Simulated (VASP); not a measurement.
HfN, 2 atoms in the cell. It takes space group Fm-3m (No. 225, cubic). The conventional cell has a = 4.512 Å, b = 4.512 Å, c = 4.512 Å, α = 90.00°, β = 90.00°, γ = 90.00°. Within 3.0 Å of Hf (site symmetry m-3m) lie 6 N at 2.26 Å. Within 3.0 Å of N (site symmetry m-3m) lie 6 Hf at 2.26 Å. 

| Quantity | Value |
| --- | --- |
| Program | VASP 6.6.1 |
| Task | single point |
| Functional | r2SCAN |
| Potentials or basis | VASP PAW PBE potentials, release 64 (Hf_pv, N) |
| Cutoff | 660 eV |
| k mesh | 5 × 5 × 5 |
| Occupations | methfessel-paxton, width 0.1 eV |
| Spin | no spin polarisation |
| Dipole correction | no |
| Further INCAR settings | ALGO = Normal; EDIFF = 1e-06; NBANDS = 14 |

Potentials or basis: VASP PAW PBE potentials, release 64 (Hf_pv, N).

Run with:

```bash
$ cat potpaw_PBE.64/Hf_pv/POTCAR potpaw_PBE.64/N/POTCAR > POTCAR
$ cp INCAR.step1 INCAR
$ mpirun -np 1 vasp_std > vasp.out
$ cp INCAR.step2 INCAR
$ mpirun -np 1 vasp_std > vasp.out
```

Hardware: 1 thread of AMD EPYC 9R45 (Zen 5), on a shared host.

Task: How long does it take, and how much memory?

Result: Wall time 34 s on 1 thread of AMD EPYC 9R45 (Zen 5), with other jobs on the host, peak memory 0.13 GiB. Counts: k points 10.
